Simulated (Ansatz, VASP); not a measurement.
One calculation of MgO, two programs

```xyz
4
Lattice="3.4653 0.0000 0.0000 -1.7327 3.0011 0.0000 0.0000 0.0000 4.3774" Properties=species:S:1:pos:R:3 pbc="T T T"
Mg    1.7327    1.0004    3.2831
Mg    0.0000    2.0007    1.0944
O     1.7327    1.0004    1.0944
O     0.0000    2.0007    3.2831
```

Alike in both runs: task single point; functional PBE; k mesh 9 × 9 × 6; occupations gaussian, width 0.05 eV; no spin polarisation.

|  | VASP | Ansatz |
| --- | --- | --- |
| version | VASP 6.6.1 | Ansatz 0.2.0 |
| potentials or method | VASP PAW PBE potentials, release 64 (Mg, O), cutoff 520 eV | scalar-relativistic, plane waves, PAW |
| valence electrons in the cell | 16 | 32 |

VASP gave:

- gap on the k mesh at the Fermi level (eV): 3.19
- least direct gap on the mesh (eV): 3.19
- pressure (GPa): -0.2
- traceless stress, the component that is largest in VASP (GPa): -4.62

**Question.** Estimate Ansatz's values.

**Answer.** gap on the k mesh at the Fermi level (eV): 3.22; least direct gap on the mesh (eV): 3.22; pressure (GPa): 0.4; traceless stress, the component that is largest in VASP (GPa): -4.49.

The functional is the same, so the differences come from potentials, cutoffs and numerics. VASP's potentials hold 16 valence electrons a cell and Ansatz's 32, so a difference there can come from the potentials and not from the codes.
